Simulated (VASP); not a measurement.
# CoSi2 (fluorite type) (Fm-3m) in VASP: further runs

CoSi2 (fluorite type) is run at these levels: PBE; tasks: single point, relaxation of cell and atoms.

Everything below comes from runs of VASP 6.6.1. Logs are shortened: lines on timing, memory, paths and dates and some standing lists are left out, and cuts for length are marked.

## Step 1: The cell of the first run

It takes space group Fm-3m (No. 225, cubic). Conventional cell: a = 5.360 Å, b = 5.360 Å, c = 5.360 Å, α = 90.00°, β = 90.00°, γ = 90.00°. Within 3.1 Å of Co (site symmetry m-3m) lie 8 Si at 2.32 Å. Si (site symmetry -43m) has 4 Co at 2.32 Å and 6 Si at 2.68 Å within 3.1 Å.

## Step 2: Single point, PBE

Contents of INCAR:

```
PREC = Accurate
ENCUT = 520
EDIFF = 1E-6
ISMEAR = -1
SIGMA = 0.1
LREAL = F
LASPH = T
NELM = 80
ALGO = Normal
ISIF = 2
LWAVE = F
LCHARG = T
GGA = PE
LELF = T
LVHAR = T
NBANDS = 16
```

Contents of KPOINTS:

```
regular mesh
0
Gamma
  11 11 11
```

Contents of POSCAR:

```
CoSi2
1.0
    0.0000000000      2.6799488274      2.6799488274
    2.6799488274      0.0000000000      2.6799488274
    2.6799488274      2.6799488274      0.0000000000
Co Si
1 2
Direct
    0.0000000000      0.0000000000      0.0000000000
    0.2500000000      0.2500000000      0.2500000000
    0.7500000000      0.7500000000      0.7500000000
```

Potentials or basis: VASP PAW PBE potentials, release 64 (Co, Si).

On the command line:

```sh
> cat potpaw_PBE.64/Co/POTCAR potpaw_PBE.64/Si/POTCAR > POTCAR
> mpirun -np 1 vasp_std > vasp.out
```

OUTCAR:

```text
PREC = Accurate
   ENCUT = 520
   EDIFF = 1E-6
   ISMEAR = -1
   LREAL = F
   LASPH = T
   NELM = 80
   ISIF = 2
   GGA = PE

 ion  position               nearest neighbor table
   1  0.000  0.000  0.000-   3 2.32   3 2.32   3 2.32   2 2.32   3 2.32   2 2.32   2 2.32   2 2.32

   2  0.250  0.250  0.250-   1 2.32   1 2.32   1 2.32   1 2.32   3 2.68   3 2.68   3 2.68   3 2.68
                             3 2.68   3 2.68
   3  0.750  0.750  0.750-   1 2.32   1 2.32   1 2.32   1 2.32   2 2.68   2 2.68   2 2.68   2 2.68
                             2 2.68   2 2.68

  LATTYP: Found a face centered cubic cell.
 ALAT       =     5.3598976548

  Lattice vectors:

 A1 = (   0.0000000000,   2.6799488274,   2.6799488274)
 A2 = (   2.6799488274,   0.0000000000,   2.6799488274)
 A3 = (   2.6799488274,   2.6799488274,   0.0000000000)

Analysis of symmetry for initial positions (statically):
=====================================================================
 Subroutine PRICEL returns:
 Original cell was already a primitive cell.

 Routine SETGRP: Setting up the symmetry group for a
 face centered cubic supercell.

 Subroutine GETGRP returns: Found 48 space group operations
 (whereof 48 operations were pure point group operations)
 out of a pool of 48 trial point group operations.

The static configuration has the point symmetry O_h .

Analysis of symmetry for dynamics (positions and initial velocities):
=====================================================================
 Subroutine PRICEL returns:
 Original cell was already a primitive cell.

 Routine SETGRP: Setting up the symmetry group for a
 face centered cubic supercell.

 Subroutine GETGRP returns: Found 48 space group operations
 (whereof 48 operations were pure point group operations)
 out of a pool of 48 trial point group operations.

The dynamic configuration has the point symmetry O_h .

 Subroutine INISYM returns: Found 48 space group operations
 (whereof 48 operations are pure point group operations),
 and found     1 'primitive' translations

----------------------------------------------------------------------------------------

                                     Primitive cell

  volume of cell :      38.4955

[... 76 lines left out ...]
   dimension x,y,z NGXF=    56 NGYF=   56 NGZF=   56
   ions per type =               1   2
   NGX,Y,Z   is equivalent  to a cutoff of  12.28, 12.28, 12.28 a.u.
   NGXF,Y,Z  is equivalent  to a cutoff of  24.56, 24.56, 24.56 a.u.
 SYSTEM =  unknown system
   PREC   = accura    normal or accurate (medium, high low for compatibility)
   ISTART =      0    job   : 0-new  1-cont  2-samecut
   ICHARG =      2    charge: 1-file 2-atom 10-const
   ISPIN  =      1    spin polarized calculation?
   LNONCOLLINEAR =      F non collinear calculations
   LSORBIT =      F    spin-orbit coupling
   LASPH  =      T    aspherical Exc in radial PAW
   ENCUT  =  520.0 eV  38.22 Ry    6.18 a.u.   7.05  7.05  7.05*2*pi/ulx,y,z
   NELM   =     80;   NELMIN=  2; NELMDL= -5     # of ELM steps
   EDIFF  = 0.1E-05   stopping-criterion for ELM
   LREAL  =      F    real-space projection
   EDIFFG = 0.1E-04   stopping-criterion for IOM
   NSW    =      0    number of steps for IOM
   IBRION =     -1    ionic relax: 0-MD 1-quasi-New 2-CG
   NFREE  =      0    steps in history (QN), initial steepest desc. (CG)
   ISIF   =      2    stress and relaxation
   ISYM   =      2    0-nonsym 1-usesym 2-fastsym
   POTIM  = 0.5000    time-step for ionic-motion
   TEBEG  =    0.0;   TEEND  =   0.0 temperature during run
   PSTRESS=    0.0 pullay stress
   NELECT =      17.0000    total number of electrons
   NUPDOWN=      -1.0000    fix difference up-down
   EMIN   =  10.00;   EMAX   =-10.00  energy-range for DOS
   EFERMI =   0.00;   METHOD = LEGACY
   ISMEAR =    -1;   SIGMA  =   0.10  broadening in eV -4-tet -1-fermi 0-gaus
   EFERMI_NEDOS =   21; number of points for ismear=-14 and -15
   IALGO  =     38    algorithm
   IMIX   =      4    mixing-type and parameters
     AMIX     =   0.40;   BMIX     =  1.00
     AMIX_MAG =   1.60;   BMIX_MAG =  1.00
  volume/ion in A,a.u.               =      12.83        86.59
  Fermi-wavevector in a.u.,A,eV,Ry     =   1.246679  2.355882 21.146290  1.554208
  Thomas-Fermi vector in A             =   2.380846
   LORBIT       =      0    0 simple, 1 ext, 2 COOP (PROOUT), +10 PAW based schemes
   GGA     = PE    functional components
[... 5 lines left out ...]
 non-spin polarized calculation
  energy-cutoff  :      520.00
  volume of cell :       38.50
 maximum number of plane-waves:      1044
   NGX = 15   NGY = 15   NGZ = 15

 number of electron      16.9999995 magnetization

 Free energy of the ion-electron system (eV)
  ---------------------------------------------------
  ext. energy  EPLUGINS =         0.00000000
  ---------------------------------------------------
  free energy    TOTEN  =       -19.31283995 eV

  energy without entropy =      -19.27819010  energy(sigma->0) =      -19.29551502

 E-fermi :  10.0676     XC(G=0): -11.7364

 val. band max:       10.0368820161   @ k =  -0.2727   0.2727   0.0000
 cond. band min:      10.0721037488   @ k =   0.3636   0.1818   0.0000
 fundamental gap:      0.0352217327
 Fermi energy:        10.0676118864

 k-point     1 :       0.0000    0.0000    0.0000
  band No.  band energies     occupation
      1      -3.0443      2.00000
      2       5.9949      2.00000
      3       5.9949      2.00000
      4       5.9949      2.00000
      5       8.1617      2.00000
      6       8.1617      2.00000
[... 433 lines left out ...]
      3       5.6374      2.00000
      4       6.6368      2.00000
      5       7.5510      2.00000
      6       8.2813      2.00000
[... 8 lines left out ...]
     15      17.1100      0.00000
     16      19.9482      0.00000

 [... further k-points ...]
[... 5 lines left out ...]
  --------------------------------------------------------------------------------------
  -------------------------------------------------------------------------------------
  Total       -0.0439024     -0.0439024     -0.0439024      0.0000000      0.0000000     -0.0000000
  in kB       -1.8272150     -1.8272150     -1.8272150      0.0000000      0.0000000     -0.0000000
  external PRESSURE =      -1.8272150 kB  Pullay stress =       0.0000000 kB

 VOLUME and BASIS-vectors are now :
 -----------------------------------------------------------------------------
  energy-cutoff  :      520.00
  volume of cell :       38.50
      direct lattice vectors                 reciprocal lattice vectors
     0.000000000  2.679948827  2.679948827    -0.186570727  0.186570727  0.186570727
     2.679948827  0.000000000  2.679948827     0.186570727 -0.186570727  0.186570727
     2.679948827  2.679948827  0.000000000     0.186570727  0.186570727 -0.186570727

 POSITION                                       TOTAL-FORCE (eV/Angst)
 -----------------------------------------------------------------------------------
      0.00000      0.00000      0.00000        -0.000000     -0.000000      0.000000
      1.33997      1.33997      1.33997         0.000000     -0.000000      0.000000
      4.01992      4.01992      4.01992        -0.000000      0.000000     -0.000000
 -----------------------------------------------------------------------------------
    total drift:                               -0.000000     -0.000000      0.000000

  FREE ENERGIE OF THE ION-ELECTRON SYSTEM (eV)
  ---------------------------------------------------
  free  energy   TOTEN  =       -19.3128399474 eV

  energy  without entropy=      -19.2781900994  energy(sigma->0) =      -19.29551502
```

stdout:

```text
POSCAR found type information on POSCAR CoSi
 POSCAR found :  2 types and       3 ions
 scaLAPACK will be used
 LDA part: xc-table for (Slater+PW92), standard interpolation
 POSCAR, INCAR and KPOINTS ok, starting setup
 FFT: planning ... GRIDC
 FFT: planning ... GRID_SOFT
 FFT: planning ... GRID
 WAVECAR not read
 entering main loop
```

Run time: 65 s. Hardware: 1 thread of AMD EPYC 7R13, shared host; peak memory 0.15 GiB.

Results:

- Free energy: -19.3128 eV
- Pressure: -0.2 GPa

Levels at points of the mesh, in eV from the Fermi level:
```
           k point  band 6  band 7  band 8  band 9  band 10  band 11  band 12  band 13
(0.00, 0.00, 0.00)   -1.91    0.73    3.39    3.39     3.39     3.44     3.44     3.44
```

Spin polarisation is off, so any magnetic state and its effect on volume and gap are missing.

## Step 3: Relaxation of cell and atoms, PBE, target pressure 66 GPa, at which the enthalpy is minimised

This run uses another cell than the first one, of 10.27 Å³/atom, 0.800 times its volume.

Contents of INCAR:

```
PREC     = Accurate       # precision mode
ENCUT    = 600            # plane-wave cutoff, eV
EDIFF    = 1E-7           # SCF threshold, eV
ISMEAR   = -1             # smearing method
SIGMA    = 0.1            # smearing width, eV
LREAL    = F              # projectors in reciprocal space
LASPH    = T              # aspherical terms in the spheres
NELM     = 80             # most SCF steps
ALGO     = Normal         # electronic algorithm
ISIF     = 3              # what is computed and relaxed
LWAVE    = F              # write WAVECAR
LCHARG   = F              # write CHGCAR
GGA      = PE             # functional
IBRION   = 2              # ionic algorithm
NSW      = 60             # ionic steps
EDIFFG   = -0.005         # ionic threshold
PSTRESS  = 660.0
```

KPOINTS is that of step 2.

Contents of POSCAR:

```
CoSi2
1.0
    0.0000000000      2.4878441104      2.4878441104
    2.4878441104      0.0000000000      2.4878441104
    2.4878441104      2.4878441104      0.0000000000
Co Si
1 2
Direct
    0.0000000000      0.0000000000      0.0000000000
    0.2500000000      0.2500000000      0.2500000000
    0.7500000000      0.7500000000      0.7500000000
```

Potentials or basis: VASP PAW PBE potentials, release 64 (Co, Si).

On the command line:

```sh
> cat potpaw_PBE.64/Co/POTCAR potpaw_PBE.64/Si/POTCAR > POTCAR
> mpirun -np 1 vasp_std > vasp.out
```

OUTCAR:

```text
PREC = Accurate
   ENCUT = 600
   EDIFF = 1E-7
   ISMEAR = -1
   LREAL = F
   LASPH = T
   NELM = 80
   ISIF = 3
   GGA = PE
   IBRION = 2
   NSW = 60
   EDIFFG = -0.005
   PSTRESS = 660.0

 ion  position               nearest neighbor table
   1  0.000  0.000  0.000-   3 2.15   3 2.15   3 2.15   2 2.15   3 2.15   2 2.15   2 2.15   2 2.15

   2  0.250  0.250  0.250-   1 2.15   1 2.15   1 2.15   1 2.15   3 2.49   3 2.49   3 2.49   3 2.49
                             3 2.49   3 2.49
   3  0.750  0.750  0.750-   1 2.15   1 2.15   1 2.15   1 2.15   2 2.49   2 2.49   2 2.49   2 2.49
                             2 2.49   2 2.49

  LATTYP: Found a face centered cubic cell.
 ALAT       =     4.9756882208

  Lattice vectors:

 A1 = (   0.0000000000,   2.4878441104,   2.4878441104)
 A2 = (   2.4878441104,   0.0000000000,   2.4878441104)
 A3 = (   2.4878441104,   2.4878441104,   0.0000000000)

Analysis of symmetry for initial positions (statically):
=====================================================================
 Subroutine PRICEL returns:
 Original cell was already a primitive cell.

 Routine SETGRP: Setting up the symmetry group for a
 face centered cubic supercell.

 Subroutine GETGRP returns: Found 48 space group operations
 (whereof 48 operations were pure point group operations)
 out of a pool of 48 trial point group operations.
[... 173 lines left out ...]
  Total       12.5637225     12.5637225     12.5637225     -0.0000000     -0.0000000      0.0000000
  in kB      653.6261676    653.6261676    653.6261676     -0.0000000     -0.0000000      0.0000000
  external PRESSURE =      -6.3738324 kB  Pullay stress =     660.0000000 kB
[... 65 lines left out ...]
--------------------------------------- Ionic step        3  -------------------------------------------

 number of electron      17.0000003 magnetization

 Free energy of the ion-electron system (eV)
  ---------------------------------------------------
  ext. energy  EPLUGINS =         0.00000000
  ---------------------------------------------------
  free energy    TOTEN  =       -18.01157624 eV

  energy without entropy =      -17.98683516  energy(sigma->0) =      -17.99920570

 E-fermi :  13.4065     XC(G=0): -12.8055

 val. band max:       13.3832653725   @ k =  -0.2727   0.2727   0.0000
 cond. band min:      13.4981068875   @ k =   0.3636   0.1818   0.0000
 fundamental gap:      0.1148415150
 Fermi energy:        13.4065167015

 k-point     1 :       0.0000    0.0000    0.0000
  band No.  band energies     occupation
      1      -1.5715      2.00000
      2       8.2036      2.00000
      3       8.2036      2.00000
      4       8.2036      2.00000
      5      10.6116      2.00000
      6      10.6116      2.00000
      7      16.6459      0.00000
      8      16.8360      0.00000
      9      16.8360      0.00000
     10      16.8360      0.00000
     11      17.7968      0.00000
     12      17.7968      0.00000
[... 331 lines left out ...]
 k-point    24 :      -0.1818    0.1818    0.0000
  band No.  band energies     occupation
      1      -0.0177      2.00000
      2       6.4001      2.00000
      3       7.8437      2.00000
      4       8.9369      2.00000
      5       9.8778      2.00000
      6      10.8472      2.00000
      7      11.7072      2.00000
      8      12.8720      1.99050
      9      15.1177      0.00000
     10      17.1491      0.00000
     11      18.0566      0.00000
     12      18.7332      0.00000

 [... further k-points ...]
[... 5 lines left out ...]
  --------------------------------------------------------------------------------------
  -------------------------------------------------------------------------------------
  Total       12.6683838     12.6683838     12.6683838     -0.0000000      0.0000000     -0.0000000
  in kB      660.0859370    660.0859370    660.0859370     -0.0000000      0.0000000     -0.0000000
  external PRESSURE =       0.0859370 kB  Pullay stress =     660.0000000 kB
[... 22 lines left out ...]
  energy  without entropy=      -17.9868351601  energy(sigma->0) =      -17.99920570

  enthalpy is  TOTEN    =        -5.3448417255 eV   P V=       12.6667345180

 reached required accuracy - stopping structural energy minimisation
```

CONTCAR:

```text
CoSi2
   1.00000000000000
    -0.0000000000000000    2.4865685695119950    2.4865685695119950
     2.4865685695119950   -0.0000000000000000    2.4865685695119950
     2.4865685695119950    2.4865685695119950   -0.0000000000000000
  Co              Si
     1     2
Direct
     0.0000000000000000    0.0000000000000000    0.0000000000000000
     0.2500000000000000    0.2500000000000000    0.2500000000000000
     0.7500000000000000    0.7500000000000000    0.7500000000000000

  0.00000000E+00  0.00000000E+00  0.00000000E+00
  0.00000000E+00  0.00000000E+00  0.00000000E+00
  0.00000000E+00  0.00000000E+00  0.00000000E+00
```

Wall time 2.2 min (1 thread of AMD EPYC 7R13, shared host); peak memory 0.15 GiB.

Results:

| Quantity | Value |
| --- | --- |
| Free energy | -18.0116 eV |
| Relaxed volume | 10.25 Å³/atom |
| Relaxed cell | a = 3.517 Å, b = 3.517 Å, c = 3.517 Å, α = 60.00°, β = 60.00°, γ = 60.00° |
| Space group after relaxing (to 0.05 Å) | Fm-3m (No. 225) |
| Energy change on relaxing (the enthalpy is what falls) | +6.5 meV/atom |
| Ionic steps | 3 |
| Pressure after relaxing | 66.0 GPa |

Step by step:
| step | energy change (eV) | largest force (eV/Å) | pressure (GPa) | volume (Å³) |
| --- | --- | --- | --- | --- |
| 1 | 0.0000 | 0.0000 | 65.36 | 30.80 |
| 2 | 0.0755 | 0.0000 | 67.97 | 30.61 |
| 3 | 0.0194 | 0.0000 | 66.01 | 30.75 |

Final structure:
```yaml
crystal:
  lattice:
    - [0.00000, 2.48657, 2.48657]
    - [2.48657, 0.00000, 2.48657]
    - [2.48657, 2.48657, 0.00000]
  atoms:
    - { symbol: Co, position: [0.00000, 0.00000, 0.00000] }
    - { symbol: Si, position: [0.25000, 0.25000, 0.25000] }
    - { symbol: Si, position: [0.75000, 0.75000, 0.75000] }
```

Caveat: the cell is relaxed towards a set pressure, so the enthalpy falls and the energy may rise.
